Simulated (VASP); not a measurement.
# Sb (R-3m) in VASP: a series of runs

Runs on Sb. Level: PBE. Tasks: electric field gradients.

Program: VASP 6.6.1. These are calculated values, not measurements. Logs are shortened: lines on timing, memory, paths and dates and some standing lists are left out, and cuts for length are marked.

## 1. The cell of the first run

The structure is trigonal, space group R-3m (No. 166). The conventional cell has a = 4.301 Å, b = 4.301 Å, c = 11.007 Å, α = 90.00°, β = 90.00°, γ = 120.00°. Sb (site symmetry 3m) has 6 Sb at 2.89 to 3.31 Å within 3.8 Å.

## 2. Electric field gradients, PBE (zz strain of -2 %)

INCAR

```
SYSTEM = Sb
ALGO = Normal
EDIFF = 1E-8
ENCUT = 400
GGA = PE
GGA_COMPAT = .False.
ISIF = 2
ISMEAR = -1
LASPH = .True.
LCHARG = .False.
LEFG = .True.
LREAL = .False.
LWAVE = .False.
NBANDS = 12
NELM = 120
PREC = Accurate
SIGMA = 0.05
```

KPOINTS

```
k-points
0
Gamma
  9 9 9
  0 0 0
```

POSCAR

```
Sb
1.0
    2.1506003320      1.2416496806      3.6691200000
   -2.1506003320      1.2416496806      3.6691200000
    0.0000000000     -2.4832993611      3.6691200000
Sb
2
Direct
    0.2336400000      0.2336400000      0.2336400000
    0.7663600000      0.7663600000      0.7663600000
```

Potentials or basis: VASP PAW PBE potentials, release 64 (Sb).

Launch:

```bash
cat potpaw_PBE.64/Sb/POTCAR > POTCAR
mpirun -np 1 vasp_std > vasp.out
```

OUTCAR:

```text
SYSTEM = Sb
   EDIFF = 1E-8
   ENCUT = 400
   GGA = PE
   ISIF = 2
   ISMEAR = -1
   LASPH = .True.
   LREAL = .False.
   NELM = 120
   PREC = Accurate

 ion  position               nearest neighbor table
   1  0.234  0.234  0.234-   2 2.89   2 2.89   2 2.89   2 3.31   2 3.31   2 3.31
   2  0.766  0.766  0.766-   1 2.89   1 2.89   1 2.89   1 3.31   1 3.31   1 3.31

  LATTYP: Found a trigonal (rhomboedric) cell.
 ALAT       =     4.4304872522
 COS(alpha) =     0.5287553529

  Lattice vectors:

 A1 = (   2.1506003320,   1.2416496806,   3.6691200000)
 A2 = (  -2.1506003320,   1.2416496806,   3.6691200000)
 A3 = (   0.0000000000,  -2.4832993611,   3.6691200000)

Analysis of symmetry for initial positions (statically):
=====================================================================
 Subroutine PRICEL returns:
 Original cell was already a primitive cell.

 Routine SETGRP: Setting up the symmetry group for a
 trigonal (rhombohedral) supercell.

 Subroutine GETGRP returns: Found 12 space group operations
 (whereof 12 operations were pure point group operations)
 out of a pool of 12 trial point group operations.

The static configuration has the point symmetry D_3d.

Analysis of symmetry for dynamics (positions and initial velocities):
=====================================================================
 Subroutine PRICEL returns:
 Original cell was already a primitive cell.

 Routine SETGRP: Setting up the symmetry group for a
 trigonal (rhombohedral) supercell.

 Subroutine GETGRP returns: Found 12 space group operations
 (whereof 12 operations were pure point group operations)
 out of a pool of 12 trial point group operations.

The dynamic configuration has the point symmetry D_3d.

 Subroutine INISYM returns: Found 12 space group operations
 (whereof 12 operations are pure point group operations),
 and found     1 'primitive' translations

----------------------------------------------------------------------------------------

                                     Primitive cell

  volume of cell :      58.7857

  direct lattice vectors                    reciprocal lattice vectors
     2.150600332  1.241649681  3.669120000     0.232493222  0.134230024  0.090848305
[... 135 lines left out ...]

 val. band max:        7.5851289303   @ k =   0.3333   0.1111   0.1111
 cond. band min:       7.6334093369   @ k =   0.4444   0.0000   0.0000
 fundamental gap:      0.0482804066
 Fermi energy:         7.6166561833

 k-point     1 :       0.0000    0.0000    0.0000
  band No.  band energies     occupation
      1      -5.3000      2.00000
      2       3.0108      2.00000
      3       5.6576      2.00000
      4       5.6943      2.00000
      5       5.6943      2.00000
      6       9.7308      0.00000
      7      10.3874      0.00000
      8      10.3874      0.00000
      9      12.5974      0.00000
     10      12.5974      0.00000
     11      12.9019      0.00000
     12      14.1303      0.00000
[... 331 lines left out ...]
 k-point    24 :       0.4444    0.4444    0.0000
  band No.  band energies     occupation
      1      -2.9979      2.00000
      2      -0.2859      2.00000
      3       2.2108      2.00000
      4       3.8076      2.00000
      5       3.8746      2.00000
      6       9.0938      0.00000
      7      12.6757      0.00000
      8      13.1697      0.00000
      9      14.3986      0.00000
     10      16.2419      0.00000
     11      17.3807      0.00000
     12      18.5152      0.00000

 [... further k-points ...]

------------------------ aborting loop because EDIFF is reached ----------------------------------------

  FORCE on cell =-STRESS in cart. coord.  units (eV):
  Direction    XX          YY          ZZ          XY          YZ          ZX
  --------------------------------------------------------------------------------------
  -------------------------------------------------------------------------------------
  Total        1.6133348      1.6133348      1.6191900      0.0000000      0.0000000      0.0000000
  in kB       43.9706736     43.9706736     44.1302558      0.0000000      0.0000000      0.0000000
  external PRESSURE =      44.0238677 kB  Pullay stress =       0.0000000 kB

 VOLUME and BASIS-vectors are now :
 -----------------------------------------------------------------------------
  energy-cutoff  :      400.00
  volume of cell :       58.79
      direct lattice vectors                 reciprocal lattice vectors
     2.150600332  1.241649681  3.669120000     0.232493222  0.134230024  0.090848305
    -2.150600332  1.241649681  3.669120000    -0.232493222  0.134230024  0.090848305
     0.000000000 -2.483299361  3.669120000     0.000000000 -0.268460048  0.090848305

 POSITION                                       TOTAL-FORCE (eV/Angst)
 -----------------------------------------------------------------------------------
      0.00000      0.00000      2.57176         0.000000      0.000000      0.373552
      0.00000      0.00000      8.43560         0.000000     -0.000000     -0.373552
 -----------------------------------------------------------------------------------
    total drift:                                0.000000     -0.000000      0.000000

  FREE ENERGIE OF THE ION-ELECTRON SYSTEM (eV)
  ---------------------------------------------------
  free  energy   TOTEN  =        -8.2220558346 eV

  energy  without entropy=       -8.2200791697  energy(sigma->0) =       -8.22106750

 Electric field gradients (V/A^2)
---------------------------------------------------------------------
 ion       V_xx      V_yy      V_zz      V_xy      V_xz      V_yz
---------------------------------------------------------------------
   1      26.110    26.110   -52.221     0.000    -0.000    -0.000
   2      26.110    26.110   -52.221     0.000    -0.000    -0.000
---------------------------------------------------------------------

 Electric field gradients after diagonalization (V/A^2)
 (convention: |V_zz| > |V_xx| > |V_yy|)
----------------------------------------------------------------------
 ion       V_xx      V_yy      V_zz     asymmetry (V_yy - V_xx)/ V_zz
----------------------------------------------------------------------
   1      26.110    26.110   -52.221       0.000
   2      26.110    26.110   -52.221       0.000
----------------------------------------------------------------------

           NMR quadrupolar parameters

 Cq : quadrupolar parameter    Cq=e*Q*V_zz/h
 eta: asymmetry parameters     (V_yy - V_xx)/ V_zz
 Q  : nuclear electric quadrupole moment in mb (millibarn)
----------------------------------------------------------------------
 ion       Cq(MHz)       eta       Q (mb)
----------------------------------------------------------------------
   1      -0.126       0.000       1.000
   2      -0.126       0.000       1.000
----------------------------------------------------------------------
```

stdout:

```text
POSCAR found type information on POSCAR Sb
 POSCAR found :  1 types and       2 ions
 scaLAPACK will be used
 LDA part: xc-table for (Slater+PW92), standard interpolation
 POSCAR, INCAR and KPOINTS ok, starting setup
 FFT: planning ... GRIDC
 FFT: planning ... GRID_SOFT
 FFT: planning ... GRID
 WAVECAR not read
 entering main loop
ion   1

ion   2
```

Run time: 29 s. Hardware: 1 thread of AMD EPYC 9R14 (Zen 4), shared host; peak memory 0.15 GiB.

Results:

```yaml
Free_energy: -8.2221 eV
Pressure: 4.4 GPa
Largest_force: 0.374 eV/Å
Band_gap_on_the_k_mesh: 0.05 eV, indirect (least direct gap 0.46 eV)
```

Forces in eV/Å, atoms in the order of the input:
```
Sb   0.000  0.000  0.374
Sb   0.000  0.000 -0.374
```

Levels at points of the mesh, in eV from the valence-band top:
```
           k point  band 3  band 4  band 5  band 6  band 7  band 8
(0.00, 0.00, 0.00)   -1.93   -1.89   -1.89    2.15    2.80    2.80
```

Electric field gradients, principal values (V/Å²):
| atom | least | middle | greatest (by size) |
| --- | --- | --- | --- |
| 1 Sb | 26.110 | 26.110 | -52.221 |
| 2 Sb | 26.110 | 26.110 | -52.221 |

Caveat: the cell differs from its parent crystal (zz strain of -2 %); without QUAD_EFG the Cq values of the log hold for a quadrupole moment of 1 mb, not for the nuclei; spin-orbit coupling is left out, which moves the levels of the heavy elements.

## 3. Electric field gradients, PBE (zz strain of +1 %)

INCAR

```
PREC = Accurate ; ENCUT = 400
EDIFF = 1E-8 ; ISMEAR = -1
SIGMA = 0.05 ; LREAL = F
LASPH = T ; NELM = 120
ALGO = Normal ; ISIF = 2
LWAVE = F ; LCHARG = F
GGA = PE ; LEFG = T
NBANDS = 12 ; GGA_COMPAT = F
```

KPOINTS

```
Automatic mesh
0
Gamma
  9 9 9
```

POSCAR

```
Sb
1.0
    2.1506003320      1.2416496806      3.7814400000
   -2.1506003320      1.2416496806      3.7814400000
    0.0000000000     -2.4832993611      3.7814400000
Sb
2
Direct
    0.2336400000      0.2336400000      0.2336400000
    0.7663600000      0.7663600000      0.7663600000
```

Potentials or basis: VASP PAW PBE potentials, release 64 (Sb).

Launch:

```bash
cat potpaw_PBE.64/Sb/POTCAR > POTCAR
mpirun -np 1 vasp_std > vasp.out
```

OUTCAR:

```text
PREC = Accurate
   ENCUT = 400
   EDIFF = 1E-8
   ISMEAR = -1
   LREAL = F
   LASPH = T
   NELM = 120
   ISIF = 2
   GGA = PE

 ion  position               nearest neighbor table
   1  0.234  0.234  0.234-   2 2.91   2 2.91   2 2.91   2 3.36   2 3.36   2 3.36
   2  0.766  0.766  0.766-   1 2.91   1 2.91   1 2.91   1 3.36   1 3.36   1 3.36

  LATTYP: Found a trigonal (rhomboedric) cell.
 ALAT       =     4.5239434337
 COS(alpha) =     0.5480243055

  Lattice vectors:

 A1 = (   2.1506003320,   1.2416496806,   3.7814400000)
[... 574 lines left out ...]
  free  energy   TOTEN  =        -8.2584053071 eV

  energy  without entropy=       -8.2566629475  energy(sigma->0) =       -8.25753413

 Electric field gradients (V/A^2)
---------------------------------------------------------------------
 ion       V_xx      V_yy      V_zz      V_xy      V_xz      V_yz
---------------------------------------------------------------------
   1      21.427    21.427   -42.855     0.000    -0.000    -0.000
   2      21.427    21.427   -42.855     0.000    -0.000    -0.000
---------------------------------------------------------------------

 Electric field gradients after diagonalization (V/A^2)
 (convention: |V_zz| > |V_xx| > |V_yy|)
----------------------------------------------------------------------
 ion       V_xx      V_yy      V_zz     asymmetry (V_yy - V_xx)/ V_zz
----------------------------------------------------------------------
   1      21.427    21.427   -42.855       0.000
   2      21.427    21.427   -42.855       0.000
----------------------------------------------------------------------

           NMR quadrupolar parameters

 Cq : quadrupolar parameter    Cq=e*Q*V_zz/h
 eta: asymmetry parameters     (V_yy - V_xx)/ V_zz
 Q  : nuclear electric quadrupole moment in mb (millibarn)
----------------------------------------------------------------------
 ion       Cq(MHz)       eta       Q (mb)
----------------------------------------------------------------------
   1      -0.104       0.000       1.000
   2      -0.104       0.000       1.000
----------------------------------------------------------------------
```

OSZICAR:

```text
N       E                     dE             d eps       ncg     rms          rms(c)
DAV:   1     0.292095445710E+02    0.29210E+02   -0.31135E+03  2040   0.534E+02
DAV:   2    -0.666903747050E+01   -0.35879E+02   -0.34470E+02  2704   0.966E+01
DAV:   3    -0.824690174829E+01   -0.15779E+01   -0.15725E+01  2476   0.226E+01
DAV:   4    -0.825999868866E+01   -0.13097E-01   -0.13096E-01  2404   0.253E+00
DAV:   5    -0.826016515770E+01   -0.16647E-03   -0.16647E-03  2512   0.302E-01    0.302E+00
DAV:   6    -0.825880190551E+01    0.13633E-02   -0.25043E-03  2372   0.327E-01    0.183E+00
DAV:   7    -0.825825484946E+01    0.54706E-03   -0.60947E-03  2376   0.501E-01    0.771E-02
DAV:   8    -0.825837501589E+01   -0.12017E-03   -0.17550E-04  2548   0.812E-02    0.238E-02
DAV:   9    -0.825840410786E+01   -0.29092E-04   -0.40977E-05  2324   0.378E-02    0.529E-03
DAV:  10    -0.825840484975E+01   -0.74189E-06   -0.35790E-06  2512   0.104E-02    0.135E-03
DAV:  11    -0.825840504699E+01   -0.19723E-06   -0.37679E-07  2380   0.377E-03    0.822E-04
DAV:  12    -0.825840528078E+01   -0.23379E-06   -0.43568E-08  2504   0.112E-03    0.180E-04
DAV:  13    -0.825840531291E+01   -0.32130E-07   -0.56387E-09  1776   0.464E-04    0.930E-05
DAV:  14    -0.825840530708E+01    0.58304E-08   -0.52115E-10  1276   0.154E-04
   1 F= -.82584053E+01 E0= -.82575341E+01  d E =-.174236E-02
```

stdout:

```text
POSCAR found type information on POSCAR Sb
 POSCAR found :  1 types and       2 ions
 scaLAPACK will be used
 LDA part: xc-table for (Slater+PW92), standard interpolation
 POSCAR, INCAR and KPOINTS ok, starting setup
 FFT: planning ... GRIDC
 FFT: planning ... GRID_SOFT
 FFT: planning ... GRID
 WAVECAR not read
 entering main loop
ion   1

ion   2
```

Wall time 27 s (1 thread of AMD EPYC 9R14 (Zen 4), shared host); peak memory 0.15 GiB.

What came out:

- Free energy: -8.2584 eV
- Pressure: 2.6 GPa
- Largest force: 0.178 eV/Å
- Band gap on the k mesh: 0.06 eV, indirect (least direct gap 0.50 eV)

Forces in eV/Å, atoms in the order of the input:
```
Sb   0.000  0.000  0.178
Sb   0.000  0.000 -0.178
```

Stress tensor (GPa, compression positive):
```
2.91 0.00 0.00
0.00 2.91 0.00
0.00 0.00 2.08
```

Levels at points of the mesh, in eV from the valence-band top:
| k point | band 1 | band 2 | band 3 | band 4 | band 5 | band 6 | band 7 | band 8 | band 9 | band 10 |
| --- | --- | --- | --- | --- | --- | --- | --- | --- | --- | --- |
| (0.00, 0.00, 0.00) | -12.67 | -4.79 | -2.08 | -1.73 | -1.73 | 2.10 | 2.72 | 2.72 | 5.15 | 5.15 |

Electric field gradients, principal values (V/Å²):
```csv
atom,least,middle,greatest (by size)
1 Sb,21.427,21.427,-42.855
2 Sb,21.427,21.427,-42.855
```

Caveat: the cell differs from its parent crystal (zz strain of +1 %); without QUAD_EFG the Cq values of the log hold for a quadrupole moment of 1 mb, not for the nuclei; spin-orbit coupling is left out, which moves the levels of the heavy elements.

(Part 1 of 2 ends here.)
